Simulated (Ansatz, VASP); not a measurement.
# One calculation of Se3Br, two programs

INCAR

```
PREC     = Accurate       # precision mode
ENCUT    = 520            # plane-wave cutoff, eV
EDIFF    = 1E-6           # SCF threshold, eV
ISMEAR   = 0              # smearing method
SIGMA    = 0.1            # smearing width, eV
LREAL    = F              # projectors in reciprocal space
LASPH    = T              # aspherical terms in the spheres
NELM     = 100            # most SCF steps
ALGO     = Normal         # electronic algorithm
ISIF     = 2              # what is computed and relaxed
LWAVE    = F              # write WAVECAR
LCHARG   = F              # write CHGCAR
GGA      = PE             # functional
NBANDS   = 20             # bands
```

KPOINTS

```
regular mesh
0
Gamma
  16 16 16
```

POSCAR

```
Se3Br
1.0
   -1.9012420000      1.9012420000      8.4819000000
    1.9012420000     -1.9012420000      8.4819000000
    1.9012420000      1.9012420000     -8.4819000000
Se Br
3 1
Direct
    0.2500000000      0.7500000000      0.5000000000
    0.7500000000      0.2500000000      0.5000000000
    0.5000000000      0.5000000000      0.0000000000
    0.0000000000      0.0000000000      0.0000000000
```

Input for Ansatz:

```yaml
crystal:
  lattice:
    - [-1.901242, 1.901242, 8.4819]
    - [1.901242, -1.901242, 8.4819]
    - [1.901242, 1.901242, -8.4819]
  atoms:
    - { symbol: Se, position: [0.25, 0.75, 0.5] }
    - { symbol: Se, position: [0.75, 0.25, 0.5] }
    - { symbol: Se, position: [0.5, 0.5, 0.0] }
    - { symbol: Br, position: [0.0, 0.0, 0.0] }
basis:
  ecutwfc: 420
kpoints:
  mp_grid: { grid: [16, 16, 16] }
hamiltonian:
  xc: pbe
scf:
  occupations: { method: gaussian, width: 0.1 }
output:
  forces: true
  stress: true
  eigenvalues: true
  populations: true
```

Alike in both runs: task single point; functional PBE; k mesh 16 × 16 × 16; occupations gaussian, width 0.1 eV; no spin polarisation.

|  | VASP | Ansatz |
| --- | --- | --- |
| version | VASP 6.6.1 | Ansatz 0.2.0 |
| potentials or method | VASP PAW PBE potentials, release 64 (Se, Br), cutoff 520 eV | scalar-relativistic, plane waves, PAW |
| valence electrons in the cell | 25 | 55 |

|  | VASP | Ansatz | Ansatz less VASP |
| --- | --- | --- | --- |
| gap on the k mesh at the Fermi level (eV) | none | none | - |
| pressure (GPa) | 0.1 | 0.1 | -0.01 |

A gap of «none» marks a metal or a gap that the smearing closes. VASP's potentials hold 25 valence electrons a cell and Ansatz's 55, so a difference there can come from the potentials and not from the codes.
